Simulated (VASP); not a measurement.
# Sn (I4_1/amd) in VASP: further runs

Runs on Sn. Level: PBE. Tasks: single point.

All numbers are computed with VASP 6.6.1; they aren't measurements. Logs are shortened: lines on timing, memory, paths and dates and some standing lists are left out, and cuts for length are marked.

### Step 1. The cell of the first run

The structure is tetragonal, space group I4_1/amd (No. 141). The conventional cell has a = 5.644 Å, b = 5.644 Å, c = 3.048 Å, α = 90.00°, β = 90.00°, γ = 90.00°. Within 3.9 Å of Sn (site symmetry -4m2) lie 10 Sn at 2.92 to 3.63 Å.

### Step 2. Single point, PBE

INCAR

```
ALGO = Fast
EDIFF = 1E-7
ENCUT = 520
GGA = PE
ISIF = 2
ISMEAR = 0
LASPH = T
LCHARG = F
LREAL = F
LWAVE = F
NBANDS = 21
NELM = 80
PREC = Accurate
SIGMA = 0.1
```

KPOINTS

```
k-points
0
Gamma
  22 22 22
```

POSCAR

```
Sn
1.0
   -2.8221414759      2.8221414759      1.5241862035
    2.8221414759     -2.8221414759      1.5241862035
    2.8221414759      2.8221414759     -1.5241862035
Sn
2
Direct
    0.0000000000      0.0000000000      0.0000000000
    0.7500000000      0.2500000000      0.5000000000
```

Potentials or basis: VASP PAW PBE potentials, release 64 (Sn_d).

Command:

```bash
$ cat potpaw_PBE.64/Sn_d/POTCAR > POTCAR
$ mpirun -np 1 vasp_std > vasp.out
```

OUTCAR:

```text
EDIFF = 1E-7
   ENCUT = 520
   GGA = PE
   ISIF = 2
   ISMEAR = 0
   LASPH = T
   LREAL = F
   NELM = 80
   PREC = Accurate

 ion  position               nearest neighbor table
   1  0.000  0.000  0.000-   2 2.92   2 2.92   2 2.92   2 2.92   2 3.63   2 3.63   2 3.63   2 3.63

   2  0.750  0.250  0.500-   1 2.92   1 2.92   1 2.92   1 2.92   1 3.63   1 3.63   1 3.63   1 3.63

  LATTYP: Found a body centered tetragonal cell.
 ALAT       =     5.6442829518
 C/A-ratio  =     0.5400814298

  Lattice vectors:

 A1 = (  -2.8221414759,   2.8221414759,   1.5241862035)
 A2 = (   2.8221414759,  -2.8221414759,   1.5241862035)
 A3 = (   2.8221414759,   2.8221414759,  -1.5241862035)

Analysis of symmetry for initial positions (statically):
=====================================================================
 Subroutine PRICEL returns:
 Original cell was already a primitive cell.

 Routine SETGRP: Setting up the symmetry group for a
 body centered tetragonal supercell.

 Subroutine GETGRP returns: Found 16 space group operations
 (whereof  8 operations were pure point group operations)
 out of a pool of 16 trial point group operations.

The static configuration has the point symmetry D_2d.
 The point group associated with its full space group is D_4h.

Analysis of symmetry for dynamics (positions and initial velocities):
=====================================================================
 Subroutine PRICEL returns:
 Original cell was already a primitive cell.

 Routine SETGRP: Setting up the symmetry group for a
 body centered tetragonal supercell.

 Subroutine GETGRP returns: Found 16 space group operations
 (whereof  8 operations were pure point group operations)
 out of a pool of 16 trial point group operations.

The dynamic configuration has the point symmetry D_2d.
 The point group associated with its full space group is D_4h.

 Subroutine INISYM returns: Found 16 space group operations
 (whereof  8 operations are pure point group operations),
 and found     1 'primitive' translations

----------------------------------------------------------------------------------------

                                     Primitive cell

  volume of cell :      48.5574

  direct lattice vectors                    reciprocal lattice vectors
    -2.822141476  2.822141476  1.524186204     0.000000000  0.177170423  0.328043909
     2.822141476 -2.822141476  1.524186204     0.177170423  0.000000000  0.328043909
     2.822141476  2.822141476 -1.524186204     0.177170423  0.177170423  0.000000000

  length of vectors
     4.272248659  4.272248659  4.272248659     0.372829941  0.372829941  0.250556816

  position of ions in fractional coordinates (direct lattice)
     0.000000000  0.000000000  0.000000000
     0.750000000  0.250000000  0.500000000

  ion indices of the primitive-cell ions
   primitive index   ion index
                 1           1
                 2           2

----------------------------------------------------------------------------------------

 KPOINTS: k-points

Automatic generation of k-mesh.
 Grid dimensions read from file:
 generate k-points for:   22   22   22

 Generating k-lattice:

  Cartesian coordinates                     Fractional coordinates (reciprocal lattice)
     0.000000000  0.008053201  0.014911087     0.045454545 -0.000000000  0.000000000
     0.008053201  0.000000000  0.014911087    -0.000000000  0.045454545  0.000000000
     0.008053201  0.008053201  0.000000000     0.000000000  0.000000000  0.045454545

  Length of vectors
     0.016946816  0.016946816  0.011388946

  Shift w.r.t. Gamma in fractional coordinates (k-lattice)
     0.000000000  0.000000000  0.000000000

 Subroutine IBZKPT returns following result:
 ===========================================

 Found    834 irreducible k-points:

 Following reciprocal coordinates:
            Coordinates               Weight
  0.000000  0.000000  0.000000      1.000000
  0.045455  0.000000 -0.000000      8.000000
  0.090909  0.000000 -0.000000      8.000000
  0.136364 -0.000000  0.000000      8.000000
  0.181818 -0.000000  0.000000      8.000000
  0.227273 -0.000000  0.000000      8.000000
[... 16 lines left out ...]
  0.500000  0.045455  0.000000     16.000000
 -0.454545  0.045455 -0.000000     16.000000
 [... further k-points ...]
   k-points           NKPTS =    834   k-points in BZ     NKDIM =    834   number of bands    NBANDS=     21
   number of dos      NEDOS =    301   number of ions     NIONS =      2
   total plane-waves  NPLWV =  32768
   dimension x,y,z NGX =    32 NGY =   32 NGZ =   32
   dimension x,y,z NGXF=    64 NGYF=   64 NGZF=   64
   ions per type =               2
   NGX,Y,Z   is equivalent  to a cutoff of  12.45, 12.45, 12.45 a.u.
   NGXF,Y,Z  is equivalent  to a cutoff of  24.90, 24.90, 24.90 a.u.
 SYSTEM =  unknown system
   PREC   = accura    normal or accurate (medium, high low for compatibility)
   ISTART =      0    job   : 0-new  1-cont  2-samecut
   ICHARG =      2    charge: 1-file 2-atom 10-const
   ISPIN  =      1    spin polarized calculation?
   LNONCOLLINEAR =      F non collinear calculations
   LSORBIT =      F    spin-orbit coupling
   LASPH  =      T    aspherical Exc in radial PAW
   ENCUT  =  520.0 eV  38.22 Ry    6.18 a.u.   7.94  7.94  7.94*2*pi/ulx,y,z
   NELM   =     80;   NELMIN=  2; NELMDL= -5     # of ELM steps
   EDIFF  = 0.1E-06   stopping-criterion for ELM
   LREAL  =      F    real-space projection
   EDIFFG = 0.1E-05   stopping-criterion for IOM
   NSW    =      0    number of steps for IOM
   IBRION =     -1    ionic relax: 0-MD 1-quasi-New 2-CG
   NFREE  =      0    steps in history (QN), initial steepest desc. (CG)
   ISIF   =      2    stress and relaxation
   ISYM   =      2    0-nonsym 1-usesym 2-fastsym
   POTIM  = 0.5000    time-step for ionic-motion
   TEBEG  =    0.0;   TEEND  =   0.0 temperature during run
   PSTRESS=    0.0 pullay stress
   NELECT =      28.0000    total number of electrons
   NUPDOWN=      -1.0000    fix difference up-down
   EMIN   =  10.00;   EMAX   =-10.00  energy-range for DOS
   EFERMI =   0.00;   METHOD = LEGACY
   ISMEAR =     0;   SIGMA  =   0.10  broadening in eV -4-tet -1-fermi 0-gaus
   EFERMI_NEDOS =   21; number of points for ismear=-14 and -15
   IALGO  =     68    algorithm
   IMIX   =      4    mixing-type and parameters
     AMIX     =   0.40;   BMIX     =  1.00
     AMIX_MAG =   1.60;   BMIX_MAG =  1.00
  volume/ion in A,a.u.               =      24.28       163.84
  Fermi-wavevector in a.u.,A,eV,Ry     =   1.362623  2.574984 25.262493  1.856741
  Thomas-Fermi vector in A             =   2.489096
   LORBIT       =      0    0 simple, 1 ext, 2 COOP (PROOUT), +10 PAW based schemes
   GGA     = PE    functional components
   LHFCALC =     F    Hartree Fock is set to
   AEXX    =    0.0000 exact exchange contribution
   IVDW    =     0    specifies the selected vdW correction
   LEPSILON=     F    determine dielectric tensor
   LRPA    =     F    only Hartree local field effects (RPA)
 non-spin polarized calculation
 RMM-DIIS sequential band-by-band and
 Gauss-broadening in eV      SIGMA  =   0.10
  energy-cutoff  :      520.00
  volume of cell :       48.56
 maximum number of plane-waves:      1330
   NGX = 15   NGY = 15   NGZ = 15

 number of electron      28.0000000 magnetization

 Free energy of the ion-electron system (eV)
  ---------------------------------------------------
  ext. energy  EPLUGINS =         0.00000000
  ---------------------------------------------------
  free energy    TOTEN  =        -7.37312050 eV

  energy without entropy =       -7.36906500  energy(sigma->0) =       -7.37109275

 E-fermi :   9.4407     XC(G=0): -10.8407

 val. band max:        9.4400443025   @ k =  -0.1818  -0.2273   0.1364
 cond. band min:       9.4464708850   @ k =  -0.2273  -0.2727   0.0455
 fundamental gap:      0.0064265825
 Fermi energy:         9.4406868632

 k-point     1 :       0.0000    0.0000    0.0000
  band No.  band energies     occupation
      1     -12.4223      2.00000
      2     -12.3141      2.00000
      3     -12.2607      2.00000
      4     -12.2471      2.00000
      5     -12.0195      2.00000
      6     -12.0195      2.00000
[... 13 lines left out ...]
     20      19.7606      0.00000
     21      20.5045      0.00000

 k-point     2 :       0.0455    0.0000   -0.0000
  band No.  band energies     occupation
      1     -12.4206      2.00000
      2     -12.3080      2.00000
      3     -12.2585      2.00000
      4     -12.2397      2.00000
      5     -12.0251      2.00000
      6     -12.0248      2.00000
[... 13 lines left out ...]
     20      19.7525      0.00000
     21      20.0879      0.00000

 k-point     3 :       0.0909    0.0000   -0.0000
  band No.  band energies     occupation
      1     -12.4152      2.00000
      2     -12.2903      2.00000
      3     -12.2520      2.00000
      4     -12.2185      2.00000
      5     -12.0383      2.00000
      6     -12.0355      2.00000
[... 13 lines left out ...]
     20      19.0543      0.00000
     21      19.0761      0.00000

 k-point     4 :       0.1364   -0.0000    0.0000
  band No.  band energies     occupation
      1     -12.4063      2.00000
      2     -12.2634      2.00000
      3     -12.2417      2.00000
      4     -12.1877      2.00000
      5     -12.0560      2.00000
      6     -12.0457      2.00000
[... 13 lines left out ...]
     20      18.3093      0.00000
     21      18.3408      0.00000

 k-point     5 :       0.1818   -0.0000    0.0000
  band No.  band energies     occupation
      1     -12.3942      2.00000
      2     -12.2316      2.00000
      3     -12.2285      2.00000
      4     -12.1554      2.00000
      5     -12.0764      2.00000
      6     -12.0492      2.00000
[... 13 lines left out ...]
     20      17.6589      0.00000
     21      18.1213      0.00000

 k-point     6 :       0.2273   -0.0000    0.0000
  band No.  band energies     occupation
      1     -12.3800      2.00000
      2     -12.2139      2.00000
      3     -12.2019      2.00000
      4     -12.1350      2.00000
      5     -12.0973      2.00000
      6     -12.0433      2.00000
[... 13 lines left out ...]
     20      17.1191      0.00000
     21      18.3187      0.00000

 k-point     7 :       0.2727   -0.0000    0.0000
  band No.  band energies     occupation
      1     -12.3655      2.00000
      2     -12.2004      2.00000
      3     -12.1821      2.00000
      4     -12.1354      2.00000
      5     -12.1154      2.00000
      6     -12.0510      2.00000
[... 13 lines left out ...]
     20      16.6882      0.00000
     21      18.7474      0.00000
[... 291 lines left out ...]
      1     -12.3377      2.00000
      2     -12.2041      2.00000
      3     -12.1882      2.00000
      4     -12.1560      2.00000
      5     -12.1192      2.00000
      6     -12.0884      2.00000
[... 13 lines left out ...]
     20      17.1836      0.00000
     21      20.2333      0.00000

 k-point    21 :       0.4091    0.0455    0.0000
  band No.  band energies     occupation
      1     -12.3289      2.00000
      2     -12.2131      2.00000
      3     -12.2050      2.00000
      4     -12.1514      2.00000
      5     -12.1095      2.00000
      6     -12.0948      2.00000
[... 13 lines left out ...]
     20      18.2150      0.00000
     21      20.5790      0.00000

 k-point    22 :       0.4545    0.0455    0.0000
  band No.  band energies     occupation
      1     -12.3222      2.00000
      2     -12.2230      2.00000
      3     -12.2101      2.00000
      4     -12.1483      2.00000
      5     -12.1029      2.00000
      6     -12.0972      2.00000
[... 13 lines left out ...]
     20      19.1175      0.00000
     21      19.8795      0.00000

 k-point    23 :       0.5000    0.0455    0.0000
  band No.  band energies     occupation
      1     -12.3201      2.00000
      2     -12.2239      2.00000
      3     -12.2081      2.00000
      4     -12.1489      2.00000
      5     -12.1018      2.00000
      6     -12.0956      2.00000
[... 13 lines left out ...]
     20      19.0982      0.00000
     21      19.9082      0.00000

 k-point    24 :      -0.4545    0.0455   -0.0000
  band No.  band energies     occupation
      1     -12.3238      2.00000
      2     -12.2131      2.00000
      3     -12.2013      2.00000
      4     -12.1533      2.00000
      5     -12.1064      2.00000
      6     -12.0896      2.00000
[... 13 lines left out ...]
     20      18.2035      0.00000
     21      20.4496      0.00000

 [... further k-points ...]

------------------------ aborting loop because EDIFF is reached ----------------------------------------

  FORCE on cell =-STRESS in cart. coord.  units (eV):
  Direction    XX          YY          ZZ          XY          YZ          ZX
  --------------------------------------------------------------------------------------
  -------------------------------------------------------------------------------------
  Total        3.2864185      3.2864185      3.2817927      0.0000000      0.0000000      0.0000000
  in kB      108.4370942    108.4370942    108.2844643      0.0000000      0.0000000      0.0000000
  external PRESSURE =     108.3862176 kB  Pullay stress =       0.0000000 kB

 VOLUME and BASIS-vectors are now :
 -----------------------------------------------------------------------------
  energy-cutoff  :      520.00
  volume of cell :       48.56
      direct lattice vectors                 reciprocal lattice vectors
    -2.822141476  2.822141476  1.524186204     0.000000000  0.177170423  0.328043909
     2.822141476 -2.822141476  1.524186204     0.177170423  0.000000000  0.328043909
     2.822141476  2.822141476 -1.524186204     0.177170423  0.177170423  0.000000000

 POSITION                                       TOTAL-FORCE (eV/Angst)
 -----------------------------------------------------------------------------------
      0.00000      0.00000      0.00000        -0.000000      0.000000      0.000000
      0.00000      2.82214      0.76209         0.000000     -0.000000     -0.000000
 -----------------------------------------------------------------------------------
    total drift:                                0.000000     -0.000000      0.000000

  FREE ENERGIE OF THE ION-ELECTRON SYSTEM (eV)
  ---------------------------------------------------
  free  energy   TOTEN  =        -7.3731204975 eV

  energy  without entropy=       -7.3690649990  energy(sigma->0) =       -7.37109275
```

Run time: 9 min. Hardware: 1 thread of Intel Xeon 6975P-C, shared host; peak memory 0.71 GiB.

Results:

- Free energy: -7.3731 eV
- Pressure: 10.8 GPa
- Band gap on the k mesh: zero (band 14 reaches 11.21 eV, above the bottom of band 15 at 6.21 eV)

Levels at points of the mesh, in eV from the Fermi level:
```tsv
k point	band 12	band 13	band 14	band 15	band 16	band 17
(0.00, 0.00, 0.00)	-3.39	-2.34	-2.34	2.75	6.71	6.71
(0.50, 0.00, 0.00)	-5.81	-2.21	-2.01	-1.33	2.14	3.11
(0.50, 0.50, 0.00)	-9.56	0.52	0.52	1.72	1.72	6.64
(0.50, 0.50, 0.50)	-7.91	-5.50	-5.50	5.59	5.59	10.39
```

Caveat: spin-orbit coupling is left out, which moves the levels of the heavy elements.

### Step 3. Single point, PBE

INCAR

```
SYSTEM = Sn
  ALGO = Fast
  EDIFF = 1E-6
  ENCUT = 520
  GGA = PE
  ISIF = 2
  ISMEAR = 0
  LASPH = .TRUE.
  LCHARG = .FALSE.
  LREAL = .FALSE.
  LWAVE = .FALSE.
  NBANDS = 21
  NELM = 60
  PREC = Accurate
  SIGMA = 0.1
```

KPOINTS

```
k-points
0
G
  22 22 22
  0 0 0
```

POSCAR is that of step 2.

Potentials or basis: VASP PAW PBE potentials, release 64 (Sn_d).

Command:

```bash
$ cat potpaw_PBE.64/Sn_d/POTCAR > POTCAR
$ mpirun -np 1 vasp_std > vasp.out
```

It took 9.1 min on 1 thread of Intel Xeon 6975P-C, shared host; peak memory 0.71 GiB.

The run converged. Its results:

| Quantity | Value |
| --- | --- |
| Free energy | -7.3731 eV |
| Pressure | 10.9 GPa |
| Band gap on the k mesh | zero (band 14 reaches 11.21 eV, above the bottom of band 15 at 6.21 eV) |

Levels at points of the mesh, in eV from the Fermi level:
```tsv
k point	band 12	band 13	band 14	band 15	band 16	band 17
(0.00, 0.00, 0.00)	-3.39	-2.34	-2.34	2.75	6.71	6.71
(0.50, 0.00, 0.00)	-5.81	-2.21	-2.01	-1.33	2.14	3.11
(0.50, 0.50, 0.00)	-9.56	0.52	0.52	1.72	1.72	6.64
(0.50, 0.50, 0.50)	-7.91	-5.50	-5.50	5.59	5.59	10.39
```

Caveat: spin-orbit coupling is left out, which moves the levels of the heavy elements.
